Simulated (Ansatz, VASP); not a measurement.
**SnSe2: VASP beside Ansatz**

```
Sn Se
1.0
     3.81100    0.00000    0.00000
    -1.90550    3.30042    0.00000
     0.00000    0.00000    6.13600
Sn Se
1 2
Direct
  0.00000 0.00000 0.00000
  0.33333 0.66667 0.24900
  0.66667 0.33333 0.75100
```

Alike in both runs: task relaxation of cell and atoms; functional PBE; dispersion D4; k mesh 6 × 6 × 4; occupations gaussian, width 0.1 eV; no spin polarisation.

```csv
,VASP,Ansatz
version,VASP 6.6.1,Ansatz 0.2.0
potentials or method,"VASP PAW PBE potentials, release 64 (Sn_d, Se), cutoff 600 eV","scalar-relativistic, plane waves, PAW"
valence electrons in the cell,26,46
```

Ansatz gave:

```
gap on the k mesh at the Fermi level, each at its own relaxed structure (eV) : 0.65
relaxed volume (Å³/atom)                                                     : 25.60
relaxed length of the cell vector where the two differ most in proportion (Å)              : 6.024
```

Task: Estimate VASP's values.

Result: gap on the k mesh at the Fermi level, each at its own relaxed structure (eV): 0.63; relaxed volume (Å³/atom): 25.56; relaxed length of the cell vector where the two differ most in proportion (Å): 6.013.

VASP's potentials hold 26 valence electrons a cell and Ansatz's 46, so a difference there can come from the potentials and not from the codes.
